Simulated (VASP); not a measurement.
Wanted: the native input for a VASP 6.6.1 run.

```yaml
Task: single point
Functional: PBEsol
Potentials_or_basis: VASP PAW PBE potentials, release 64 (Ti_sv, Si)
Cutoff: 520 eV
k_mesh: 14 × 14 × 14
Occupations: gaussian, width 0.15 eV
Spin: no spin polarisation
Dipole_correction: no
Further_INCAR_settings: ALGO = Normal; EDIFF = 1e-06; NBANDS = 29
```

The structure of TiSi2 lies in POSCAR:

```
TiSi2
1.0
    0.0000000000      3.7637763917      3.9082032985
    2.1904077985      0.0000000000      3.9082032985
    2.1904077985      3.7637763917      0.0000000000
Ti Si
2 4
Direct
    0.7500000000      0.7500000000      0.7500000000
    0.5000000000      0.5000000000      0.5000000000
    0.0861670624      0.4138329376      0.0861670624
    0.4138329376      0.0861670624      0.4138329376
    0.1638329376      0.8361670624      0.1638329376
    0.8361670624      0.1638329376      0.8361670624
```

This cell differs from its parent crystal: strain -0.080 along x and y, -0.080 along z.

These files were run (other wordings do the same):

INCAR

```
ALGO = Normal
EDIFF = 1E-6
ENCUT = 520
GGA = PS
ISIF = 2
ISMEAR = 0
LASPH = T
LCHARG = F
LREAL = F
LWAVE = F
NBANDS = 29
NELM = 80
PREC = Accurate
SIGMA = 0.15
```

KPOINTS

```
k-points
0
Gamma
  14 14 14
```

Potentials or basis: VASP PAW PBE potentials, release 64 (Ti_sv, Si).

The run is started by

```bash
$ cat potpaw_PBE.64/Ti_sv/POTCAR potpaw_PBE.64/Si/POTCAR > POTCAR
$ mpirun -np 1 vasp_std > vasp.out
```

It gave:

```
Pressure               : 65.2 GPa
Largest force          : 0.168 eV/Å
Band gap on the k mesh : zero (bands 20 and 21 overlap by 2.34 eV)
```

Caveat: the cell differs from its parent crystal (strain -0.080 along x and y, -0.080 along z); the stress differs along the axes, from 55 to 76 GPa; the PAW data sets were made with another functional, which shifts forces and pressure a little.

It took 18 min on 1 thread of Intel(R) Xeon(R) 6975P-C (Granite Rapids), with other jobs on the host, peak memory 0.69 GiB.
